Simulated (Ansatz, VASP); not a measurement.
# TiAl5: VASP beside Ansatz

```
Al Ti
1.0
     3.21246    0.00000    0.00000
     0.00000    3.21246    0.00000
     0.00000    0.00000    9.63738
Al Ti
5 1
Direct
  0.00000 0.00000 0.00000
  0.50000 0.50000 0.16667
  0.00000 0.00000 0.33333
  0.50000 0.50000 0.50000
  0.00000 0.00000 0.66667
  0.50000 0.50000 0.83333
```

Alike in both runs: task relaxation of cell and atoms; functional PBEsol; k mesh 12 × 12 × 4; occupations gaussian, width 0.1 eV; no spin polarisation.

|  | VASP | Ansatz |
| --- | --- | --- |
| version | VASP 6.6.1 | Ansatz 0.2.0 |
| potentials or method | VASP PAW PBE potentials, release 64 (Al, Ti_sv), cutoff 600 eV | scalar-relativistic, plane waves, PAW |
| valence electrons in the cell | 27 | 27 |

```csv
,VASP,Ansatz,Ansatz less VASP
"gap on the k mesh at the Fermi level, each at its own relaxed structure (eV)",none,none,-
relaxed volume (Å³/atom),16.30,16.29,-0.014
relaxed cell length with the largest relative difference (Å),3.427,3.425,-0.0019
```

VASP's potentials were made for PBE, not for PBEsol. A gap of «none» marks a metal or a gap that the smearing closes.
